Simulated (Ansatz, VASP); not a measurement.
**One calculation of NaV3, two programs**

INCAR

```
ALGO = Normal
EDIFF = 1E-6
ENCUT = 500
GGA = PE
GGA_COMPAT = False
ISIF = 2
ISMEAR = -1
LASPH = True
LCHARG = False
LREAL = False
LWAVE = False
NBANDS = 31
NELM = 120
PREC = Accurate
SIGMA = 0.1
```

KPOINTS

```
k-points
0
Gamma
  4 4 4
```

POSCAR

```
NaV3
1.0
    4.8546310000      0.0000000000      0.0000000000
    0.0000000000      4.8546310000      0.0000000000
    0.0000000000      0.0000000000      4.8546310000
Na V
1 3
Direct
    0.0000000000      0.0000000000      0.0000000000
    0.5000000000      0.0000000000      0.5000000000
    0.0000000000      0.5000000000      0.5000000000
    0.5000000000      0.5000000000      0.0000000000
```

Input for Ansatz:

```yaml
crystal:
  lattice:
    - [4.854631, 0.0, 0.0]
    - [0.0, 4.854631, 0.0]
    - [0.0, 0.0, 4.854631]
  atoms:
    - { symbol: Na, position: [0.0, 0.0, 0.0] }
    - { symbol: V, position: [0.5, 0.0, 0.5] }
    - { symbol: V, position: [0.0, 0.5, 0.5] }
    - { symbol: V, position: [0.5, 0.5, 0.0] }
  symmetry: { tolerance: 0.0003 }
kpoints:
  mp_grid: { grid: [4, 4, 4], shift: [0, 0, 0] }
magnetization:
  spin_polarized: false
scf:
  occupations: { method: fermi_dirac }
hamiltonian:
  pseudopotentials: { kind: paw }
  xc: pbe
basis:
  ecutwfc: 420
output:
  forces: true
  stress: true
  eigenvalues: true
```

Alike in both runs: task single point; functional PBE; k mesh 4 × 4 × 4; no spin polarisation.

|  | VASP | Ansatz |
| --- | --- | --- |
| version | VASP 6.6.1 | Ansatz 0.2.0 |
| potentials or method | VASP PAW PBE potentials, release 64 (Na_pv, V_sv), cutoff 500 eV | PAW plane waves |
| occupations | fermi-dirac, width 0.1 eV | fermi-dirac |
| valence electrons in the cell | 46 | 48 |

|  | VASP | Ansatz | Ansatz less VASP |
| --- | --- | --- | --- |
| gap on the k mesh at the Fermi level (eV) | none | none | - |
| pressure (GPa) | -17.1 | -17.1 | -0.01 |

A gap of «none» marks a metal or a gap that the smearing closes. VASP's potentials hold 46 valence electrons a cell and Ansatz's 48, so a difference there can come from the potentials and not from the codes.
